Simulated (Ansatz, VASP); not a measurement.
Ti in VASP and in Ansatz

The input INCAR:

```
  PREC = Accurate
  ENCUT = 600
  EDIFF = 1E-7
  ISMEAR = 1
  SIGMA = 0.1
  LREAL = F
  LASPH = T
  NELM = 60
  ALGO = Normal
  ISIF = 3
  LWAVE = F
  LCHARG = F
  GGA = B5
  ALDAX = 1.0
  AGGAX = 1.0
  AGGAC = 1.0
  ALDAC = 0.0
  IVDW = 12
  VDW_S6 = 1.0
  VDW_S8 = 2.6996
  VDW_A1 = 0.4298
  VDW_A2 = 4.2359
  IBRION = 2
  NSW = 80
  EDIFFG = -0.01
```

KPOINTS

```
Automatic mesh
0
Gamma
  8 8 12
```

The input POSCAR:

```
Ti
1.0
    4.6000000000      0.0000000000      0.0000000000
   -2.3000000000      3.9837170000      0.0000000000
    0.0000000000      0.0000000000      2.8200000000
Ti
3
Direct
    0.0000000000      0.0000000000      0.0000000000
    0.3333333333      0.6666666667      0.5000000000
    0.6666666667      0.3333333333      0.5000000000
```

Input for Ansatz:

```yaml
crystal:
  lattice:
    - [4.6, 0.0, 0.0]
    - [-2.3, 3.983717, 0.0]
    - [0.0, 0.0, 2.82]
  atoms:
    - { symbol: Ti, position: [0.0, 0.0, 0.0] }
    - { symbol: Ti, position: [0.33333333333333337, 0.6666666666666666, 0.5] }
    - { symbol: Ti, position: [0.6666666666666666, 0.3333333333333333, 0.5] }
basis:
  ecutwfc: 476.19925930478996
kpoints:
  mp_grid:
    grid: [8, 8, 12]
hamiltonian:
  xc: blyp
  dispersion: d3bj
scf:
  convergence:
    dr2_threshold: 1.0e-10
  occupations:
    method: methfessel_paxton
    width: 0.1
relax:
  cell: {}
```

Alike in both runs: task relaxation of cell and atoms; functional BLYP; dispersion D3(BJ); k mesh 8 × 8 × 12; occupations methfessel-paxton of order 1, width 0.1 eV; no spin polarisation.

```csv
,VASP,Ansatz
version,VASP 6.6.1,Ansatz 0.2.0
potentials or method,"VASP PAW PBE potentials, release 64 (Ti_sv), cutoff 600 eV","plane waves, PAW"
valence electrons in the cell,36,36
```

|  | VASP | Ansatz | Ansatz less VASP |
| --- | --- | --- | --- |
| relaxed volume (Å³/atom) | 15.35 | 15.37 | +0.018 |
| relaxed length of the cell vector where the two differ most in proportion (Å) | 4.406 | 4.408 | +0.0018 |

VASP's potentials were made for PBE, not for BLYP.
